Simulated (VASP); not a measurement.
Here is a VASP 6.6.1 calculation.

File INCAR:

```
PREC     = Accurate       # precision mode
ENCUT    = 520            # plane-wave cutoff, eV
EDIFF    = 1E-6           # SCF threshold, eV
ISMEAR   = 0              # smearing method
SIGMA    = 0.15           # smearing width, eV
LREAL    = F              # projectors in reciprocal space
LASPH    = T              # aspherical terms in the spheres
NELM     = 100            # most SCF steps
ALGO     = Fast           # electronic algorithm
ISIF     = 2              # what is computed and relaxed
LWAVE    = F              # write WAVECAR
LCHARG   = T              # write CHGCAR
GGA      = PE             # functional
LELF     = T              # ELF
LVHAR    = T            
NBANDS   = 8              # bands
```

KPOINTS

```
Automatic mesh
0
Gamma
  20 20 20
```

POSCAR

```
Al
1.0
    0.0000000000      2.0846994000      1.9632606000
    2.0846994000      0.0000000000      1.9632606000
    2.0846994000      2.0846994000      0.0000000000
Al
1
Direct
    0.0000000000      0.0000000000      0.0000000000
```

Potentials or basis: VASP PAW PBE potentials, release 64 (Al).

Launch:

```bash
$ cat potpaw_PBE.64/Al/POTCAR > POTCAR
$ mpirun -np 1 vasp_std > vasp.out
```

Q: What does it give for the band gap on the k mesh?

A: Zero (an odd number of electrons rules out a gap without spin polarisation).

Q: Estimate the pressure.

A: -2.3 GPa.

Stress tensor (GPa, compression positive):
```
-3.23  0.00  0.00
 0.00 -3.23  0.00
 0.00  0.00 -0.44
```

Caveat: the cell differs from its parent crystal (strain +0.030 along x and y, -0.030 along z).
